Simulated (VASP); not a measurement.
A run of VASP 6.6.1 is set up as follows.

File INCAR:

```
SYSTEM = KF
PREC = Accurate ; ENCUT = 520
EDIFF = 1E-6 ; ISMEAR = 0
SIGMA = 0.02 ; LREAL = .FALSE.
LASPH = .TRUE. ; NELM = 60
ALGO = Normal ; ISIF = 2
LWAVE = .FALSE. ; LCHARG = .FALSE.
GGA = PE ; NBANDS = 15
```

KPOINTS

```
Automatic mesh
0
G
  8 8 8
  0 0 0
```

The input POSCAR:

```
KF
1.0
    0.0000000000      2.7100386135      2.7100386135
    2.7100386135      0.0000000000      2.7100386135
    2.7100386135      2.7100386135      0.0000000000
K F
1 1
Direct
    0.0000000000      0.0000000000      0.0000000000
    0.5000000000      0.5000000000      0.5000000000
```

Potentials or basis: VASP PAW PBE potentials, release 64 (K_sv, F).

Launch:

```sh
$ cat potpaw_PBE.64/K_sv/POTCAR potpaw_PBE.64/F/POTCAR > POTCAR
$ mpirun -np 1 vasp_std > vasp.out
```

(1) Estimate the band gap on the k mesh.

(2) Estimate the pressure.

## Answers

(1) 5.95 eV.

(2) 0.0 GPa.
